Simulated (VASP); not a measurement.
# CdS2O2 (P-3m1) in VASP: a series of runs, part 2 of 2

VASP 6.6.1. The steps go on from the part before.

### Step 4. Relaxation of cell and atoms, PBE

This run uses another cell than the first one, of 18.34 Å³/atom.

Input file INCAR:

```
SYSTEM = CdS2O2
  PREC = Accurate
  ENCUT = 600
  EDIFF = 1E-7
  ISMEAR = 0
  SIGMA = 0.1
  LREAL = .FALSE.
  LASPH = .TRUE.
  NELM = 60
  ALGO = Normal
  ISIF = 3
  LWAVE = .FALSE.
  LCHARG = .FALSE.
  GGA = PE
  IBRION = 2
  NSW = 100
  EDIFFG = -0.01
```

Input file KPOINTS:

```
regular mesh
0
G
  12 12 6
  0 0 0
```

Input file POSCAR:

```
CdS2O2
1.0
    3.5061650018      0.0000000000      0.0000000000
   -1.7530825009      3.0364279614      0.0000000000
    0.0000000000      0.0000000000      8.6141769947
Cd S O
1 2 2
Direct
    0.0000000000      0.0000000000      0.0000000000
    0.6666666667      0.3333333333      0.7616385946
    0.3333333333      0.6666666667      0.2383614054
    0.3333333333      0.6666666667      0.7134852959
    0.6666666667      0.3333333333      0.2865147041
```

Potentials or basis: VASP PAW PBE potentials, release 64 (Cd, S, O).

The run is started by

```console
$ cat potpaw_PBE.64/Cd/POTCAR potpaw_PBE.64/S/POTCAR potpaw_PBE.64/O/POTCAR > POTCAR
$ mpirun -np 1 vasp_std > vasp.out
```

OUTCAR:

```text
SYSTEM = CdS2O2
   PREC = Accurate
   ENCUT = 600
   EDIFF = 1E-7
   ISMEAR = 0
   LREAL = .FALSE.
   LASPH = .TRUE.
   NELM = 60
   ISIF = 3
   GGA = PE
   IBRION = 2
   NSW = 100
   EDIFFG = -0.01

 ion  position               nearest neighbor table
   1  0.000  0.000  0.000-   2 2.88   3 2.88   3 2.88   2 2.88   2 2.88   3 2.88
   2  0.667  0.333  0.762-   4 2.07   4 2.07   4 2.07   1 2.88   1 2.88   1 2.88
   3  0.333  0.667  0.238-   5 2.07   5 2.07   5 2.07   1 2.88   1 2.88   1 2.88
   4  0.333  0.667  0.713-   2 2.07   2 2.07   2 2.07
   5  0.667  0.333  0.287-   3 2.07   3 2.07   3 2.07

  LATTYP: Found a hexagonal cell.
 ALAT       =     3.5061650018
 C/A-ratio  =     2.4568658321

  Lattice vectors:

 A1 = (   3.5061650018,   0.0000000000,   0.0000000000)
 A2 = (  -1.7530825009,   3.0364279614,   0.0000000000)
 A3 = (   0.0000000000,   0.0000000000,   8.6141769947)

Analysis of symmetry for initial positions (statically):
=====================================================================
 Subroutine PRICEL returns:
 Original cell was already a primitive cell.

 Routine SETGRP: Setting up the symmetry group for a
 hexagonal supercell.

 Subroutine GETGRP returns: Found 12 space group operations
 (whereof 12 operations were pure point group operations)
 out of a pool of 24 trial point group operations.

The static configuration has the point symmetry D_3d.

Analysis of symmetry for dynamics (positions and initial velocities):
=====================================================================
 Subroutine PRICEL returns:
 Original cell was already a primitive cell.

 Routine SETGRP: Setting up the symmetry group for a
 hexagonal supercell.

 Subroutine GETGRP returns: Found 12 space group operations
 (whereof 12 operations were pure point group operations)
 out of a pool of 24 trial point group operations.

The dynamic configuration has the point symmetry D_3d.

[... 130 lines left out ...]
   LHFCALC =     F    Hartree Fock is set to
   AEXX    =    0.0000 exact exchange contribution
   IVDW    =     0    specifies the selected vdW correction
   LEPSILON=     F    determine dielectric tensor
   LRPA    =     F    only Hartree local field effects (RPA)
 conjugate gradient relaxation of ions
 non-spin polarized calculation
 Gauss-broadening in eV      SIGMA  =   0.10
  energy-cutoff  :      600.00
  volume of cell :       91.71
 maximum number of plane-waves:      3084
   NGX = 13   NGY = 13   NGZ = 35

--------------------------------------- Ionic step        1  -------------------------------------------

 number of electron      35.9999993 magnetization

 Free energy of the ion-electron system (eV)
  ---------------------------------------------------
  ext. energy  EPLUGINS =         0.00000000
  ---------------------------------------------------
  free energy    TOTEN  =       -16.35165825 eV

  energy without entropy =      -16.33275218  energy(sigma->0) =      -16.34220522

------------------------ aborting loop because EDIFF is reached ----------------------------------------

  FORCE on cell =-STRESS in cart. coord.  units (eV):
  Direction    XX          YY          ZZ          XY          YZ          ZX
  --------------------------------------------------------------------------------------
  -------------------------------------------------------------------------------------
  Total       -0.0055807     -0.0055807      0.0175792      0.0000000      0.0000000      0.0000000
  in kB       -0.0974963     -0.0974963      0.3071149      0.0000000      0.0000000      0.0000000
  external PRESSURE =       0.0373741 kB  Pullay stress =       0.0000000 kB
[... 299 lines left out ...]
--------------------------------------- Ionic step        9  -------------------------------------------

 number of electron      36.0000001 magnetization

 Free energy of the ion-electron system (eV)
  ---------------------------------------------------
  ext. energy  EPLUGINS =         0.00000000
  ---------------------------------------------------
  free energy    TOTEN  =       -16.35227179 eV

  energy without entropy =      -16.33368792  energy(sigma->0) =      -16.34297985

 E-fermi :   2.6744     XC(G=0):  -9.2956

 val. band max:        2.6704167006   @ k =   0.3333   0.3333   0.0000
 cond. band min:       2.6744453147   @ k =   0.0833   0.0833   0.5000
 fundamental gap:      0.0040286141
 Fermi energy:         2.6744307304

 k-point     1 :       0.0000    0.0000    0.0000
  band No.  band energies     occupation
      1     -17.2018      2.00000
      2     -17.1648      2.00000
      3      -8.9013      2.00000
      4      -8.5786      2.00000
      5      -6.0837      2.00000
      6      -6.0058      2.00000
[... 589 lines left out ...]
     21       3.5309      0.00000
     22       4.4473      0.00000

 [... further k-points ...]

------------------------ aborting loop because EDIFF is reached ----------------------------------------

  FORCE on cell =-STRESS in cart. coord.  units (eV):
  Direction    XX          YY          ZZ          XY          YZ          ZX
  --------------------------------------------------------------------------------------
  -------------------------------------------------------------------------------------
  Total        0.0164689      0.0164689     -0.0304491      0.0000000     -0.0000000      0.0000000
  in kB        0.2878474      0.2878474     -0.5321954      0.0000000     -0.0000000      0.0000000
  external PRESSURE =       0.0144998 kB  Pullay stress =       0.0000000 kB
[... 20 lines left out ...]
  FREE ENERGIE OF THE ION-ELECTRON SYSTEM (eV)
  ---------------------------------------------------
  free  energy   TOTEN  =       -16.3522717873 eV

  energy  without entropy=      -16.3336879154  energy(sigma->0) =      -16.34297985

 reached required accuracy - stopping structural energy minimisation
```

OSZICAR:

```text
N       E                     dE             d eps       ncg     rms          rms(c)
DAV:   1     0.279899197910E+03    0.27990E+03   -0.19977E+04  4424   0.169E+03
[... 89 lines left out ...]
DAV:   3    -0.163523200136E+02    0.15268E-03   -0.61693E-04  5444   0.231E-01    0.652E-02
DAV:   4    -0.163522779634E+02    0.42050E-04   -0.99680E-05  5010   0.816E-02    0.362E-02
DAV:   5    -0.163522707890E+02    0.71744E-05   -0.38292E-05  4658   0.481E-02    0.132E-02
DAV:   6    -0.163522715174E+02   -0.72840E-06   -0.70387E-06  5062   0.228E-02    0.644E-03
DAV:   7    -0.163522716406E+02   -0.12325E-06   -0.60642E-07  4780   0.681E-03    0.342E-03
DAV:   8    -0.163522718555E+02   -0.21492E-06   -0.16517E-07  2530   0.292E-03    0.845E-04
DAV:   9    -0.163522717873E+02    0.68218E-07   -0.45162E-08  2266   0.168E-03
   9 F= -.16352272E+02 E0= -.16342980E+02  d E =-.197478E-03
```

Wall time 28 min (1 thread of Intel Xeon 8259CL, shared host); peak memory 0.42 GiB.

What came out:

* Free energy: -16.3523 eV
* Relaxed volume: 18.33 Å³/atom
* Relaxed cell: a = 3.497 Å, b = 3.497 Å, c = 8.657 Å, α = 90.00°, β = 90.00°, γ = 120.00°
* Space group after relaxing (to 0.1 Å): P-3m1 (No. 164)
* Energy gained by relaxing: 0.1 meV/atom
* Ionic steps: 9
* Pressure after relaxing: 0.0 GPa
* Largest force after relaxing: 0.008 eV/Å
* Band gap on the k mesh: zero (bands 18 and 19 overlap by 0.76 eV)

Forces in eV/Å, atoms in the order of the input:
```
Cd   0.000  0.000  0.000
S    0.000  0.000 -0.008
S    0.000  0.000  0.008
O    0.000  0.000 -0.003
O    0.000  0.000  0.003
```

Step by step:
| step | energy change (eV) | largest force (eV/Å) | pressure (GPa) | volume (Å³) |
| --- | --- | --- | --- | --- |
| 1 | 0.0000 | 0.0250 | 0.00 | 91.71 |
| 2 | -0.0001 | 0.0175 | 0.00 | 91.71 |
| 3 | -0.0001 | 0.0236 | 0.01 | 91.73 |
| 4 | -0.0002 | 0.0215 | -0.01 | 91.75 |
| 5 | -0.0003 | 0.0150 | -0.05 | 91.79 |
| 6 | -0.0004 | 0.0039 | -0.15 | 91.89 |
| 7 | -0.0005 | 0.0043 | -0.13 | 91.87 |
| 8 | -0.0005 | 0.0055 | -0.09 | 91.80 |
| 9 | -0.0006 | 0.0078 | 0.00 | 91.67 |

Final structure:
```
Cd S O
1.0
     3.49661    0.00000    0.00000
    -1.74830    3.02815    0.00000
     0.00000    0.00000    8.65742
Cd S O
1 2 2
Direct
  0.00000 0.00000 0.00000
  0.66667 0.33333 0.75947
  0.33333 0.66667 0.24053
  0.33333 0.66667 0.71149
  0.66667 0.33333 0.28851
```

Levels at points of the mesh, in eV from the Fermi level:
| k point | band 14 | band 15 | band 16 | band 17 | band 18 | band 19 | band 20 | band 21 | band 22 |
| --- | --- | --- | --- | --- | --- | --- | --- | --- | --- |
| (0.00, 0.00, 0.00) | -5.46 | -4.63 | -2.54 | -0.84 | 0.08 | 0.08 | 0.30 | 0.30 | 1.41 |
| (0.50, 0.00, 0.00) | -3.41 | -2.98 | -2.93 | -2.76 | 0.61 | 0.61 | 1.89 | 2.38 | 2.58 |
| (0.00, 0.00, 0.50) | -5.45 | -4.96 | -2.32 | -0.80 | 0.09 | 0.09 | 0.29 | 0.29 | 1.51 |
| (0.50, 0.00, 0.50) | -3.36 | -3.09 | -2.88 | -2.82 | 0.62 | 0.67 | 1.90 | 2.38 | 2.58 |

Caveat: semilocal functionals underestimate gaps, and a narrow one can read as zero.

### Step 5. The runs side by side

```tsv
task	spin	cell	k mesh	cutoff (eV)	gap on the mesh (eV)	pressure (GPa)	relaxed volume (Å³/atom)	largest force (eV/Å)
single point	collinear, ferromagnetic start	a = 4.201, b = 4.201, c = 6.911 Å, angles 90.0, 90.0, 120.0°, 5 atoms, atomic positions A	6 × 6 × 4	520	none	-11.6	-	0.55
relaxation of cell and atoms	off	relaxed from a = 3.447, b = 3.447, c = 8.776 Å, angles 90.0, 90.0, 120.0°, 5 atoms, atomic positions B	12 × 12 × 4	600	none	0.0	18.10	0.01
relaxation of cell and atoms	off	relaxed from a = 3.506, b = 3.506, c = 8.614 Å, angles 90.0, 90.0, 120.0°, 5 atoms, atomic positions C	12 × 12 × 6	600	none	0.0	18.33	0.01
```

Alike in all rows: level PBE; potentials or basis VASP PAW PBE potentials, release 64 (Cd, S, O); smearing gaussian 0.1 eV.

Caveats: semilocal functionals underestimate gaps, and a narrow one can read as zero (at least some runs); the cell stands under tension (at least some runs).

Absolute energies hang on the potentials; compare differences alone.
